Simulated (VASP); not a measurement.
# BaTe (P6_3/mmc) in VASP: further runs

The runs below take BaTe through single point, with PBEsol.

Program: VASP 6.6.1. These are calculated values, not measurements. Logs are shortened: lines on timing, memory, paths and dates and some standing lists are left out, and cuts for length are marked.

### Step 1. The cell of the first run

It takes space group P6_3/mmc (No. 194, hexagonal). The conventional cell has a = 4.737 Å, b = 4.737 Å, c = 8.371 Å, α = 90.00°, β = 90.00°, γ = 120.00°. Ba (site symmetry -3m) has 6 Te at 3.44 Å and 2 Ba at 4.19 Å within 4.5 Å. Within 4.5 Å of Te (site symmetry -6m2) lie 6 Ba at 3.44 Å.

### Step 2. Single point, PBEsol (volume scaled by 0.960)

Contents of INCAR:

```
  ALGO = Normal
  EDIFF = 1E-7
  ENCUT = 520
  GGA = PS
  ISIF = 2
  ISMEAR = 0
  LASPH = True
  LCHARG = False
  LREAL = False
  LWAVE = False
  NBANDS = 24
  NELM = 100
  PREC = Accurate
  SIGMA = 0.05
```

Contents of KPOINTS:

```
k-points
0
Gamma
  8 8 4
```

Contents of POSCAR:

```
BaTe
1.0
    4.7365543561      0.0000000000      0.0000000000
   -2.3682771780      4.1019763988      0.0000000000
    0.0000000000      0.0000000000      8.3707789219
Ba Te
2 2
Direct
    0.0000000000      0.0000000000      0.0000000000
    0.0000000000      0.0000000000      0.5000000000
    0.3333333333      0.6666666667      0.2500000000
    0.6666666667      0.3333333333      0.7500000000
```

Potentials or basis: VASP PAW PBE potentials, release 64 (Ba_sv, Te).

Command:

```sh
$ cat potpaw_PBE.64/Ba_sv/POTCAR potpaw_PBE.64/Te/POTCAR > POTCAR
$ mpirun -np 1 vasp_std > vasp.out
```

OUTCAR:

```text
EDIFF = 1E-7
   ENCUT = 520
   GGA = PS
   ISIF = 2
   ISMEAR = 0
   LASPH = True
   LREAL = False
   NELM = 100
   PREC = Accurate

 ion  position               nearest neighbor table
   1  0.000  0.000  0.000-   3 3.44   4 3.44   3 3.44   4 3.44   4 3.44   3 3.44   2 4.19   2 4.19

   2  0.000  0.000  0.500-   3 3.44   4 3.44   3 3.44   4 3.44   4 3.44   3 3.44   1 4.19   1 4.19

   3  0.333  0.667  0.250-   1 3.44   2 3.44   1 3.44   2 3.44   1 3.44   2 3.44
   4  0.667  0.333  0.750-   1 3.44   2 3.44   1 3.44   2 3.44   1 3.44   2 3.44

  LATTYP: Found a hexagonal cell.
 ALAT       =     4.7365543561
 C/A-ratio  =     1.7672717956

  Lattice vectors:

 A1 = (   4.7365543561,   0.0000000000,   0.0000000000)
 A2 = (  -2.3682771780,   4.1019763988,   0.0000000000)
 A3 = (   0.0000000000,   0.0000000000,   8.3707789219)

Analysis of symmetry for initial positions (statically):
=====================================================================
 Subroutine PRICEL returns:
 Original cell was already a primitive cell.

 Routine SETGRP: Setting up the symmetry group for a
 hexagonal supercell.

 Subroutine GETGRP returns: Found 24 space group operations
 (whereof 12 operations were pure point group operations)
 out of a pool of 24 trial point group operations.

The static configuration has the point symmetry D_3d.
 The point group associated with its full space group is D_6h.

Analysis of symmetry for dynamics (positions and initial velocities):
=====================================================================
 Subroutine PRICEL returns:
 Original cell was already a primitive cell.

 Routine SETGRP: Setting up the symmetry group for a
 hexagonal supercell.

 Subroutine GETGRP returns: Found 24 space group operations
 (whereof 12 operations were pure point group operations)
 out of a pool of 24 trial point group operations.

The dynamic configuration has the point symmetry D_3d.
 The point group associated with its full space group is D_6h.

 Subroutine INISYM returns: Found 24 space group operations
 (whereof 12 operations are pure point group operations),
 and found     1 'primitive' translations

----------------------------------------------------------------------------------------

                                     Primitive cell

  volume of cell :     162.6378

[... 85 lines left out ...]
   ICHARG =      2    charge: 1-file 2-atom 10-const
   ISPIN  =      1    spin polarized calculation?
   LNONCOLLINEAR =      F non collinear calculations
   LSORBIT =      F    spin-orbit coupling
   LASPH  =      T    aspherical Exc in radial PAW
   ENCUT  =  520.0 eV  38.22 Ry    6.18 a.u.   8.81  8.81 15.56*2*pi/ulx,y,z
   NELM   =    100;   NELMIN=  2; NELMDL= -5     # of ELM steps
   EDIFF  = 0.1E-06   stopping-criterion for ELM
   LREAL  =      F    real-space projection
   EDIFFG = 0.1E-05   stopping-criterion for IOM
   NSW    =      0    number of steps for IOM
   IBRION =     -1    ionic relax: 0-MD 1-quasi-New 2-CG
   NFREE  =      0    steps in history (QN), initial steepest desc. (CG)
   ISIF   =      2    stress and relaxation
   ISYM   =      2    0-nonsym 1-usesym 2-fastsym
   POTIM  = 0.5000    time-step for ionic-motion
   TEBEG  =    0.0;   TEEND  =   0.0 temperature during run
   PSTRESS=    0.0 pullay stress
   NELECT =      32.0000    total number of electrons
   NUPDOWN=      -1.0000    fix difference up-down
   EMIN   =  10.00;   EMAX   =-10.00  energy-range for DOS
   EFERMI =   0.00;   METHOD = LEGACY
   ISMEAR =     0;   SIGMA  =   0.05  broadening in eV -4-tet -1-fermi 0-gaus
   EFERMI_NEDOS =   21; number of points for ismear=-14 and -15
   IALGO  =     38    algorithm
   IMIX   =      4    mixing-type and parameters
     AMIX     =   0.40;   BMIX     =  1.00
     AMIX_MAG =   1.60;   BMIX_MAG =  1.00
  volume/ion in A,a.u.               =      40.66       274.38
  Fermi-wavevector in a.u.,A,eV,Ry     =   0.952177  1.799353 12.335597  0.906641
  Thomas-Fermi vector in A             =   2.080716
   LORBIT       =      0    0 simple, 1 ext, 2 COOP (PROOUT), +10 PAW based schemes
   GGA     = PS    functional components
   LHFCALC =     F    Hartree Fock is set to
   AEXX    =    0.0000 exact exchange contribution
   IVDW    =     0    specifies the selected vdW correction
   LEPSILON=     F    determine dielectric tensor
   LRPA    =     F    only Hartree local field effects (RPA)
 non-spin polarized calculation
 Gauss-broadening in eV      SIGMA  =   0.05
  energy-cutoff  :      520.00
  volume of cell :      162.64
 maximum number of plane-waves:      4400
 NGX is ok and might be reduce to    36
   NGX = 17   NGY = 17   NGZ = 31

 number of electron      32.0000000 magnetization

 Free energy of the ion-electron system (eV)
  ---------------------------------------------------
  ext. energy  EPLUGINS =         0.00000000
  ---------------------------------------------------
  free energy    TOTEN  =       -18.02319658 eV

  energy without entropy =      -18.02319658  energy(sigma->0) =      -18.02319658

 E-fermi :   2.8478     XC(G=0):  -8.6094

 val. band max:        2.6365297213   @ k =   0.0000   0.0000   0.0000
 cond. band min:       4.0446034074   @ k =   0.5000  -0.0000   0.0000
 fundamental gap:      1.4080736860
 Fermi energy:         2.8477708565

 k-point     1 :       0.0000    0.0000    0.0000
  band No.  band energies     occupation
      1     -24.4475      2.00000
      2     -24.4113      2.00000
      3     -10.2892      2.00000
      4      -9.6019      2.00000
      5      -9.6019      2.00000
      6      -9.5337      2.00000
[... 637 lines left out ...]
     23       7.8091      0.00000
     24       7.8091      0.00000

 [... further k-points ...]
[... 5 lines left out ...]
  --------------------------------------------------------------------------------------
  -------------------------------------------------------------------------------------
  Total        1.8434721      1.8434721      1.9599677      0.0000000      0.0000000     -0.0000000
  in kB       18.1604081     18.1604081     19.3080291      0.0000000      0.0000000     -0.0000000
  external PRESSURE =      18.5429485 kB  Pullay stress =       0.0000000 kB

 VOLUME and BASIS-vectors are now :
 -----------------------------------------------------------------------------
  energy-cutoff  :      520.00
  volume of cell :      162.64
      direct lattice vectors                 reciprocal lattice vectors
     4.736554356  0.000000000  0.000000000     0.211123936  0.121892461  0.000000000
    -2.368277178  4.101976399  0.000000000     0.000000000  0.243784923  0.000000000
     0.000000000  0.000000000  8.370778922     0.000000000  0.000000000  0.119463196

 POSITION                                       TOTAL-FORCE (eV/Angst)
 -----------------------------------------------------------------------------------
      0.00000      0.00000      0.00000         0.000000      0.000000     -0.000000
      0.00000      0.00000      4.18539         0.000000      0.000000     -0.000000
     -0.00000      2.73465      2.09269         0.000000     -0.000000      0.000000
      2.36828      1.36733      6.27808        -0.000000      0.000000     -0.000000
 -----------------------------------------------------------------------------------
    total drift:                               -0.000000      0.000000     -0.000000

  FREE ENERGIE OF THE ION-ELECTRON SYSTEM (eV)
  ---------------------------------------------------
  free  energy   TOTEN  =       -18.0231965813 eV

  energy  without entropy=      -18.0231965813  energy(sigma->0) =      -18.02319658
```

OSZICAR:

```text
N       E                     dE             d eps       ncg     rms          rms(c)
DAV:   1     0.203432615875E+03    0.20343E+03   -0.12624E+04  1440   0.111E+03
DAV:   2    -0.276001369588E+01   -0.20619E+03   -0.19465E+03  1992   0.198E+02
DAV:   3    -0.177246483178E+02   -0.14965E+02   -0.14852E+02  1952   0.586E+01
DAV:   4    -0.182795353492E+02   -0.55489E+00   -0.55447E+00  2264   0.101E+01
DAV:   5    -0.182842370942E+02   -0.47017E-02   -0.47015E-02  1864   0.106E+00    0.559E+00
DAV:   6    -0.180464799449E+02    0.23776E+00   -0.36372E-01  1864   0.217E+00    0.368E+00
DAV:   7    -0.180231164590E+02    0.23363E-01   -0.31740E-01  1880   0.223E+00    0.792E-01
DAV:   8    -0.180220189679E+02    0.10975E-02   -0.46270E-02  1744   0.803E-01    0.251E-01
DAV:   9    -0.180228721849E+02   -0.85322E-03   -0.23235E-03  1840   0.224E-01    0.673E-02
DAV:  10    -0.180230623106E+02   -0.19013E-03   -0.13567E-04  2032   0.454E-02    0.393E-02
DAV:  11    -0.180231970411E+02   -0.13473E-03   -0.15314E-04  1720   0.609E-02    0.138E-02
DAV:  12    -0.180231969512E+02    0.89854E-07   -0.20165E-06  2120   0.634E-03    0.913E-03
DAV:  13    -0.180231966379E+02    0.31334E-06   -0.20301E-06  1872   0.575E-03    0.273E-03
DAV:  14    -0.180231965813E+02    0.56587E-07   -0.19466E-07  1528   0.196E-03
   1 F= -.18023197E+02 E0= -.18023197E+02  d E =-.390308E-11
```

It took 1.9 min on 1 thread of AMD EPYC 7R43 (Zen 3), shared host; peak memory 0.29 GiB.

Results:

| Quantity | Value |
| --- | --- |
| Free energy | -18.0232 eV |
| Pressure | 1.9 GPa |
| Band gap on the k mesh | 1.41 eV, indirect (least direct gap 1.45 eV) |

Stress tensor (GPa, compression positive):
```
1.82 0.00 0.00
0.00 1.82 0.00
0.00 0.00 1.93
```

Caveat: the cell differs from its parent crystal (volume scaled by 0.960); the PAW data sets were made with another functional, which shifts forces and pressure a little; spin-orbit coupling is left out, which moves the levels of the heavy elements.

### Step 3. Single point, PBEsol (volume scaled by 0.980)

Contents of INCAR:

```
SYSTEM = BaTe
PREC = Accurate
ENCUT = 520
EDIFF = 1E-6
ISMEAR = 0
SIGMA = 0.05
LREAL = .False.
LASPH = .True.
NELM = 60
ALGO = Normal
ISIF = 2
LWAVE = .False.
LCHARG = .True.
GGA = PS
LELF = .True.
LVHAR = .True.
NBANDS = 24
```

Contents of KPOINTS:

```
Automatic mesh
0
Gamma
  8 8 4
  0 0 0
```

Contents of POSCAR:

```
BaTe
1.0
    4.7766455724      0.0000000000      0.0000000000
   -2.3883227862      4.1366964105      0.0000000000
    0.0000000000      0.0000000000      8.4023299215
Ba Te
2 2
Direct
    0.0000000000      0.0000000000      0.0000000000
    0.0000000000      0.0000000000      0.5000000000
    0.3333333333      0.6666666667      0.2500000000
    0.6666666667      0.3333333333      0.7500000000
```

Potentials or basis: VASP PAW PBE potentials, release 64 (Ba_sv, Te).

Command:

```sh
$ cat potpaw_PBE.64/Ba_sv/POTCAR potpaw_PBE.64/Te/POTCAR > POTCAR
$ mpirun -np 1 vasp_std > vasp.out
```

It took 1.7 min on 1 thread of AMD EPYC 7R43 (Zen 3), shared host; peak memory 0.29 GiB.

The run converged. Its results:

| Quantity | Value |
| --- | --- |
| Free energy | -18.0539 eV |
| Pressure | 1.1 GPa |
| Band gap on the k mesh | 1.45 eV, indirect (least direct gap 1.51 eV) |

Stress tensor (GPa, compression positive):
```
1.04 0.00 0.00
0.00 1.04 0.00
0.00 0.00 1.23
```

Levels at points of the mesh, in eV from the valence-band top:
| k point | band 12 | band 13 | band 14 | band 15 | band 16 | band 17 | band 18 | band 19 | band 20 | band 21 |
| --- | --- | --- | --- | --- | --- | --- | --- | --- | --- | --- |
| (0.00, 0.00, 0.00) | -1.12 | -1.12 | -0.26 | 0.00 | 0.00 | 1.51 | 2.85 | 2.97 | 2.97 | 3.06 |
| (0.50, 0.00, 0.00) | -1.64 | -1.26 | -1.13 | -0.78 | -0.38 | 1.45 | 2.87 | 4.53 | 4.70 | 4.72 |
| (0.00, 0.00, 0.50) | -1.63 | -0.66 | -0.66 | -0.66 | -0.66 | 2.92 | 2.92 | 3.53 | 3.53 | 3.53 |
| (0.50, 0.00, 0.50) | -1.92 | -1.10 | -1.10 | -0.86 | -0.86 | 2.33 | 2.33 | 4.21 | 4.21 | 5.27 |

Caveat: the cell differs from its parent crystal (volume scaled by 0.980); the PAW data sets were made with another functional, which shifts forces and pressure a little; spin-orbit coupling is left out, which moves the levels of the heavy elements.

### Step 4. Single point, PBEsol

This run uses another cell than the first one, of 42.35 Å³/atom, 1.042 times its volume.

Contents of INCAR:

```
PREC     = Accurate       # precision mode
ENCUT    = 520            # plane-wave cutoff, eV
EDIFF    = 1E-6           # SCF threshold, eV
ISMEAR   = 0              # smearing method
SIGMA    = 0.05           # smearing width, eV
LREAL    = F              # projectors in reciprocal space
LASPH    = T              # aspherical terms in the spheres
NELM     = 100            # most SCF steps
ALGO     = Normal         # electronic algorithm
ISIF     = 2              # what is computed and relaxed
LWAVE    = F              # write WAVECAR
LCHARG   = T              # write CHGCAR
GGA      = PS             # functional
LELF     = T              # ELF
LVHAR    = T            
NBANDS   = 24             # bands
```

Contents of KPOINTS:

```
regular mesh
0
Gamma
  8 8 4
```

Contents of POSCAR:

```
BaTe
1.0
    4.8089211837      0.0000000000      0.0000000000
   -2.4044605919      4.1646479098      0.0000000000
    0.0000000000      0.0000000000      8.4591041432
Ba Te
2 2
Direct
    0.0000000000      0.0000000000      0.0000000000
    0.0000000000      0.0000000000      0.5000000000
    0.3333333333      0.6666666667      0.2500000000
    0.6666666667      0.3333333333      0.7500000000
```

Command:

```sh
$ cat potpaw_PBE.64/Ba_sv/POTCAR potpaw_PBE.64/Te/POTCAR > POTCAR
$ mpirun -np 1 vasp_std > vasp.out
```

It took 1.8 min on 1 thread of AMD EPYC 7R43 (Zen 3), shared host; peak memory 0.29 GiB.

The run converged. Its results:

```yaml
Free_energy: -18.0697 eV
Pressure: 0.4 GPa
Band_gap_on_the_k_mesh: 1.49 eV, indirect (least direct gap 1.54 eV)
```

Stress tensor (GPa, compression positive):
```
0.37 0.00 0.00
0.00 0.37 0.00
0.00 0.00 0.46
```

Levels at points of the mesh, in eV from the valence-band top:
| k point | band 12 | band 13 | band 14 | band 15 | band 16 | band 17 | band 18 | band 19 | band 20 | band 21 |
| --- | --- | --- | --- | --- | --- | --- | --- | --- | --- | --- |
| (0.00, 0.00, 0.00) | -1.08 | -1.08 | -0.26 | 0.00 | 0.00 | 1.54 | 2.76 | 2.98 | 2.98 | 3.07 |
| (0.50, 0.00, 0.00) | -1.60 | -1.22 | -1.12 | -0.78 | -0.38 | 1.49 | 2.87 | 4.50 | 4.64 | 4.67 |
| (0.00, 0.00, 0.50) | -1.60 | -0.63 | -0.63 | -0.63 | -0.63 | 2.92 | 2.92 | 3.53 | 3.53 | 3.53 |
| (0.50, 0.00, 0.50) | -1.88 | -1.07 | -1.07 | -0.83 | -0.83 | 2.35 | 2.35 | 4.16 | 4.16 | 5.21 |

Caveat: the PAW data sets were made with another functional, which shifts forces and pressure a little; spin-orbit coupling is left out, which moves the levels of the heavy elements.

(Continued in part 2 of 3.)
